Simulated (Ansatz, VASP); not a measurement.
Ti in VASP and in Ansatz

```
Ti
1.0
     0.00000    2.07373    2.07373
     2.07373    0.00000    2.07373
     2.07373    2.07373    0.00000
Ti
1
Direct
  0.00000 0.00000 0.00000
```

Alike in both runs: task single point; functional PBE; k mesh 20 × 20 × 20; occupations fermi-dirac, width 0.15 eV; no spin polarisation.

|  | VASP | Ansatz |
| --- | --- | --- |
| version | VASP 6.6.1 | Ansatz 0.2.0 |
| potentials or method | VASP PAW PBE potentials, release 64 (Ti_sv), cutoff 520 eV | scalar-relativistic, plane waves, PAW |
| valence electrons in the cell | 12 | 12 |

|  | VASP | Ansatz | Ansatz less VASP |
| --- | --- | --- | --- |
| gap on the k mesh at the Fermi level (eV) | none | none | - |
| pressure (GPa) | -2.2 | -2.0 | +0.21 |

A gap of «none» marks a metal or a gap that the smearing closes. The functional is the same, so the differences come from potentials, cutoffs and numerics.
